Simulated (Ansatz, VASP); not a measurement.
# One calculation of Si2Mo, two programs

```xyz
3
Lattice="-1.5044 1.5044 4.0494 1.5044 -1.5044 4.0494 1.5044 1.5044 -4.0494" Properties=species:S:1:pos:R:3 pbc="T T T"
Si    0.0000    0.0000    2.7726
Si    0.0000    0.0000    5.3262
Mo    0.0000    0.0000    0.0000
```

Alike in both runs: task single point; functional PBEsol; k mesh 18 × 18 × 18; occupations gaussian, width 0.1 eV; no spin polarisation.

```csv
,VASP,Ansatz
version,VASP 6.6.1,Ansatz 0.2.0
potentials or method,"VASP PAW PBE potentials, release 64 (Si, Mo_sv), cutoff 520 eV","scalar-relativistic, plane waves, PAW"
valence electrons in the cell,22,22
```

|  | VASP | Ansatz | Ansatz less VASP |
| --- | --- | --- | --- |
| gap on the k mesh at the Fermi level (eV) | none | none | - |
| pressure (GPa) | 24.6 | 24.1 | -0.50 |
| traceless stress, the component that is largest in VASP (GPa) | -23.11 | -23.03 | +0.076 |
| rms of the force components (eV/Å) | 0.627 | 0.618 | -0.0096 |

VASP's potentials were made for PBE, not for PBEsol. Atom by atom the forces differ by 0.010 eV/Å (rms over components). A gap of «none» marks a metal or a gap that the smearing closes.
